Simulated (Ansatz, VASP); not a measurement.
# Tl2B6Te: VASP beside Ansatz

```
Tl B Te
1.0
     0.00000    4.16381    4.16381
     4.16381    0.00000    4.16381
     4.16381    4.16381    0.00000
Tl B Te
2 6 1
Direct
  0.75000 0.75000 0.75000
  0.25000 0.25000 0.25000
  0.64781 0.64781 0.35219
  0.35219 0.35219 0.64781
  0.35219 0.64781 0.64781
  0.64781 0.35219 0.35219
  0.35219 0.64781 0.35219
  0.64781 0.35219 0.64781
  0.00000 0.00000 0.00000
```

Change from the starting cell: species swapped into the K2TeBr6 type (Fm-3m, No. 225).

Alike in both runs: task relaxation of cell and atoms; functional PBE; k mesh 8 × 8 × 8; occupations gaussian, width 0.1 eV; no spin polarisation.

```csv
,VASP,Ansatz
version,VASP 6.6.1,Ansatz 0.2.0
potentials or method,"VASP PAW PBE potentials, release 64 (Tl_d, B, Te), cutoff 600 eV","scalar-relativistic, plane waves, PAW"
valence electrons in the cell,50,60
```

```csv
,VASP,Ansatz,Ansatz less VASP
"gap on the k mesh at the Fermi level, each at its own relaxed structure (eV)",none,none,-
relaxed volume (Å³/atom),15.89,15.91,+0.019
relaxed cell length with the largest relative difference (Å),5.870,5.872,+0.0024
```

A gap of «none» marks a metal or a gap that the smearing closes. VASP's potentials hold 50 valence electrons a cell and Ansatz's 60, so a difference there can come from the potentials and not from the codes.

Spin-orbit coupling is off throughout.
